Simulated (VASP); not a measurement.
Here is a VASP 6.6.1 calculation.

File INCAR:

```
SYSTEM = SiGe
  PREC = Accurate
  ENCUT = 520
  EDIFF = 1E-6
  ISMEAR = 0
  SIGMA = 0.03
  LREAL = .FALSE.
  LASPH = .TRUE.
  NELM = 60
  ALGO = Normal
  ISIF = 2
  LWAVE = .FALSE.
  LCHARG = .FALSE.
  GGA = PS
  NBANDS = 26
```

KPOINTS

```
regular mesh
0
G
  12 12 6
  0 0 0
```

Contents of POSCAR:

```
SiGe
1.0
    3.9686298291      0.0000000000      0.0000000000
   -1.9843149145      3.4369342502      0.0000000000
    0.0000000000      0.0000000000      6.5557570282
Si Ge
2 2
Direct
    0.6666666667      0.3333333333      0.8745463082
    0.3333333333      0.6666666667      0.3745463082
    0.6666666667      0.3333333333      0.5004526918
    0.3333333333      0.6666666667      0.0004526918
```

Potentials or basis: VASP PAW PBE potentials, release 64 (Si, Ge_d).

The run is started by

```sh
$ cat potpaw_PBE.64/Si/POTCAR potpaw_PBE.64/Ge_d/POTCAR > POTCAR
$ mpirun -np 1 vasp_std > vasp.out
```

(1) Estimate the pressure.

(2) Predict the largest force.

(3) Predict the band gap on the k mesh.

Answers

(1) -3.8 GPa.

(2) 0.019 eV/Å.

(3) 0.27 eV, direct.

Caveat: the PAW data sets were made with another functional, which shifts forces and pressure a little.
